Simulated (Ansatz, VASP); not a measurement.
# In3GaSb2N2: VASP beside Ansatz

The input INCAR:

```
SYSTEM = In3GaSb2N2
PREC = Accurate
ENCUT = 600
EDIFF = 1E-7
ISMEAR = 0
SIGMA = 0.15
LREAL = .FALSE.
LASPH = .TRUE.
NELM = 100
ALGO = Normal
ISIF = 3
LWAVE = .FALSE.
LCHARG = .FALSE.
GGA = PE
IBRION = 2
NSW = 36
EDIFFG = -0.08
```

Contents of KPOINTS:

```
Automatic mesh
0
G
  3 3 2
  0 0 0
```

Contents of POSCAR:

```
In3GaSb2N2
1.0
    4.6172675600      0.0000000000      0.0000000000
    0.0000000000      4.6172675600      0.0000000000
    0.0000000000      0.0000000000      8.1766611400
In Ga Sb N
3 1 2 2
Direct
    0.0000000000      0.0000000000      0.7331634700
    0.0000000000      0.0000000000      0.2668365300
    0.0000000000      0.0000000000      0.0000000000
    0.5000000000      0.5000000000      0.0000000000
    0.5000000000      0.0000000000      0.5000000000
    0.0000000000      0.5000000000      0.5000000000
    0.5000000000      0.0000000000      0.0000000000
    0.0000000000      0.5000000000      0.0000000000
```

Input for Ansatz:

```yaml
crystal:
  lattice:
    - [4.61726756, 0.0, 0.0]
    - [0.0, 4.61726756, 0.0]
    - [0.0, 0.0, 8.17666114]
  atoms:
    - { symbol: In, position: [0.0, 0.0, 0.73316347] }
    - { symbol: In, position: [0.0, 0.0, 0.26683653] }
    - { symbol: In, position: [0.0, 0.0, 0.0] }
    - { symbol: Ga, position: [0.5, 0.5, 0.0] }
    - { symbol: Sb, position: [0.5, 0.0, 0.5] }
    - { symbol: Sb, position: [0.0, 0.5, 0.5] }
    - { symbol: "N", position: [0.5, 0.0, 0.0] }
    - { symbol: "N", position: [0.0, 0.5, 0.0] }
basis:
  ecutwfc: 420
kpoints:
  mp_grid: { grid: [3, 3, 2] }
hamiltonian:
  xc: pbe
scf:
  occupations: { method: gaussian, width: 0.15 }
  lower_state_search: "off"
output:
  forces: true
  stress: true
  eigenvalues: true
relax:
  adjacent_minimum: "off"
  f_tol: 0.08
  max_steps: 16
  cell: { stress_tol: 0.8 }
```

Alike in both runs: task relaxation of cell and atoms; functional PBE; k mesh 3 × 3 × 2; occupations gaussian, width 0.15 eV; no spin polarisation.

|  | VASP | Ansatz |
| --- | --- | --- |
| version | VASP 6.6.1 | Ansatz 0.2.0 |
| potentials or method | VASP PAW PBE potentials, release 64 (In_d, Ga_d, Sb, N), cutoff 600 eV | scalar-relativistic, plane waves, PAW |
| valence electrons in the cell | 72 | 92 |

```csv
,VASP,Ansatz,Ansatz less VASP
"gap on the k mesh at the Fermi level, each at its own relaxed structure (eV)",none,none,-
relaxed volume (Å³/atom),26.43,27.05,+0.615
relaxed length of the cell vector where the two differ most in proportion (Å),11.324,11.689,+0.3651
```

A gap of «none» marks a metal or a gap that the smearing closes. VASP's potentials hold 72 valence electrons a cell and Ansatz's 92, so a difference there can come from the potentials and not from the codes.

The k mesh is coarse, so the values compare programs but aren't converged. Neither program's run includes spin-orbit coupling. Noted on VASP's run: the volume moved by over 15 % at a fixed basis, so the end points are rough.
